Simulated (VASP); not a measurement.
Write the native input for VASP 6.6.1 that does the following.

```
Task                   : single point
Functional             : PBE
Potentials or basis    : VASP PAW PBE potentials, release 64 (Ni, O)
Cutoff                 : 520 eV
k mesh                 : 6 × 6 × 6
Occupations            : gaussian, width 0.05 eV
Spin                   : collinear spin, ferromagnetic start
Starting moments       : [2.0, 0.0] μB
Hubbard terms          : Ni d U = 6.2 eV
Dipole correction      : no
Further INCAR settings : ALGO = Normal; EDIFF = 1e-06; NBANDS = 19
```

The structure of NiO lies in POSCAR:

```
NiO
1.0
    0.0000000000      2.0859016414      2.0859016414
    2.0859016414      0.0000000000      2.0859016414
    2.0859016414      2.0859016414      0.0000000000
Ni O
1 1
Direct
    0.0000000000      0.0000000000      0.0000000000
    0.5000000000      0.5000000000      0.5000000000
```

One way to write it, as run:

INCAR

```
PREC = Accurate ; ENCUT = 520
EDIFF = 1E-6 ; ISMEAR = 0
SIGMA = 0.05 ; LREAL = False
LASPH = True ; NELM = 150
ALGO = Normal ; ISIF = 2
LWAVE = False ; LCHARG = True
ISPIN = 2 ; MAGMOM = 2 0
LORBIT = 11 ; LMAXMIX = 4
LDAU = True ; LDAUTYPE = 2
LDAUL = 2 -1 ; LDAUU = 6.2 0
LDAUJ = 0 0 ; LDAUPRINT = 1
GGA = PE ; LELF = True
LVHAR = True ; NBANDS = 19
```

KPOINTS

```
Automatic mesh
0
Gamma
  6 6 6
```

Potentials or basis: VASP PAW PBE potentials, release 64 (Ni, O).

The run is started by

```console
$ cat potpaw_PBE.64/Ni/POTCAR potpaw_PBE.64/O/POTCAR > POTCAR
$ mpirun -np 1 vasp_std > vasp.out
```

It gave:

```yaml
Pressure: 3.4 GPa
Band_gap_on_the_k_mesh: 2.51 eV, indirect (least direct gap 3.20 eV)
Net_moment: 2.00 μB per cell
Site_moments: Ni +1.82; O +0.17 μB
Valence_electrons_inside_the_program's_atomic_spheres: Ni 9.00; O 5.03
```

Caveat: the k points lie up to 0.43 Å⁻¹ apart; a cell with one magnetic atom can't hold antiferromagnetic order, which such compounds often take.

It took 6.8 s on 1 thread of Intel(R) Xeon(R) 6975P-C (Granite Rapids), with other jobs on the host, peak memory 0.15 GiB.
